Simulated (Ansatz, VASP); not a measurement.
**InGa5P6: VASP beside Ansatz**

```xyz
12
Lattice="3.9407 0.0000 0.0000 0.0000 3.9407 0.0000 0.0000 0.0000 16.7971" Properties=species:S:1:pos:R:3 pbc="T T T"
In    1.9703    1.9703    8.3986
Ga    0.0000    0.0000   11.3462
Ga    0.0000    0.0000    5.4509
Ga    1.9703    1.9703    2.7243
Ga    0.0000    0.0000    0.0000
Ga    1.9703    1.9703   14.0728
P     1.9703    0.0000    6.7999
P     0.0000    1.9703    4.0866
P     1.9703    0.0000    1.3620
P     0.0000    1.9703   15.4351
P     1.9703    0.0000   12.7105
P     0.0000    1.9703    9.9973
```

Alike in both runs: functional PBE; k mesh 8 × 8 × 2; occupations gaussian, width 0.02 eV; no spin polarisation.

Ansatz relaxed the structure, and its values are those at the end. VASP's run is a single point on that final structure, the one shown.

```csv
,VASP,Ansatz
version,VASP 6.6.1,Ansatz 0.2.0
potentials or method,"VASP PAW PBE potentials, release 64 (In_d, Ga_d, P), cutoff 520 eV","scalar-relativistic, plane waves, PAW"
valence electrons in the cell,108,108
```

```csv
,VASP,Ansatz,Ansatz less VASP
gap on the k mesh at the Fermi level (eV),1.24,1.24,+0.003
least direct gap on the mesh (eV),1.24,1.24,+0.003
pressure (GPa),0.0,0.0,0.00
```

The functional is the same, so the differences come from potentials, cutoffs and numerics.
